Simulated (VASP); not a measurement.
BaTiO3, 5 atoms in the cell. It takes space group R3m (No. 160, trigonal). The conventional cell has a = 5.754 Å, b = 5.754 Å, c = 7.095 Å, α = 90.00°, β = 90.00°, γ = 120.00°. Ba (site symmetry 3m) has 12 O at 2.80 to 2.98 Å and 8 Ti at 3.47 to 3.63 Å within 3.7 Å. Ti (site symmetry 3m) has 6 O at 1.90 to 2.19 Å within 2.5 Å. Within 2.5 Å of O (site symmetry m) lie 2 Ti at 1.90 to 2.19 Å.  This cell differs from its parent crystal: volume scaled by 1.02, then relaxed in part.

```yaml
Program: VASP 6.6.1
Task: single point
Functional: PBE
Potentials_or_basis: VASP PAW PBE potentials, release 64 (Ba_sv, Ti_sv, O)
Cutoff: 520 eV
k_mesh: 6 × 6 × 6
Occupations: gaussian, width 0.01 eV
Spin: no spin polarisation
Hubbard_terms: Ti d U = 4.0 eV
Dipole_correction: no
Further_INCAR_settings: ALGO = Normal; EDIFF = 1e-07; NBANDS = 28
```

Potentials or basis: VASP PAW PBE potentials, release 64 (Ba_sv, Ti_sv, O).

Launch:

```console
$ cat potpaw_PBE.64/Ba_sv/POTCAR potpaw_PBE.64/Ti_sv/POTCAR potpaw_PBE.64/O/POTCAR > POTCAR
$ mpirun -np 1 vasp_std > vasp.out
```

Hardware: 1 thread of AMD EPYC 7R13, on a shared host.

Problem. Estimate the wall time of this run.

Solution. Run time: 100 s on 1 thread of AMD EPYC 7R13 (shared host), peak memory 0.18 GiB. Counts: scf iterations 18, k points 32.
